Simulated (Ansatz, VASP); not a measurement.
**AlN: VASP beside Ansatz**

```xyz
2
Lattice="0.0000 2.1132 2.1132 2.1132 0.0000 2.1132 2.1132 2.1132 0.0000" Properties=species:S:1:pos:R:3 pbc="T T T"
Al    2.1132    2.1132    2.1132
N     0.0000    0.0000    0.0000
```

Alike in both runs: task single point; functional PBE; k mesh 10 × 10 × 10; occupations gaussian, width 0.05 eV; no spin polarisation.

|  | VASP | Ansatz |
| --- | --- | --- |
| version | VASP 6.6.1 | Ansatz 0.2.0 |
| potentials or method | VASP PAW PBE potentials, release 64 (Al, N), cutoff 520 eV | scalar-relativistic, plane waves, PAW |
| valence electrons in the cell | 8 | 8 |

```csv
,VASP,Ansatz,Ansatz less VASP
gap on the k mesh at the Fermi level (eV),3.40,3.41,+0.016
least direct gap on the mesh (eV),3.89,3.88,-0.004
pressure (GPa),-22.8,-22.6,+0.13
```
